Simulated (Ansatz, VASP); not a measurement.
# GdN in VASP and in Ansatz

```
CELL_PARAMETERS angstrom
0.00000 2.54966 2.54966
2.54966 0.00000 2.54966
2.54966 2.54966 0.00000
ATOMIC_POSITIONS crystal
Gd 0.50000 0.50000 0.50000
N 0.00000 0.00000 0.00000
```

Alike in both runs: task single point; functional PBE; k mesh 12 × 12 × 12; occupations gaussian, width 0.05 eV; collinear spin.

|  | VASP | Ansatz |
| --- | --- | --- |
| version | VASP 6.6.1 | Ansatz 0.2.0 |
| potentials or method | VASP PAW PBE potentials, release 64 (Gd, N), cutoff 520 eV | scalar-relativistic, plane waves, PAW |
| valence electrons in the cell | 23 | 23 |

Ansatz gave:

| Quantity | Value |
| --- | --- |
| gap on the k mesh at the Fermi level (eV) | none |
| pressure (GPa) | -8.8 |
| net moment per atom (μB) | 3.50 |
| size of the moment on the site where the two differ most (μB) | 6.88 |

Task: Which values does VASP return?

Result: gap on the k mesh at the Fermi level (eV): none; pressure (GPa): -8.7; net moment per atom (μB): 3.50; size of the moment on the site where the two differ most (μB): 6.80.

Site moments also hang on the region over which each program counts them. A gap of «none» marks a metal or a gap that the smearing closes.

Neither program's run includes spin-orbit coupling.
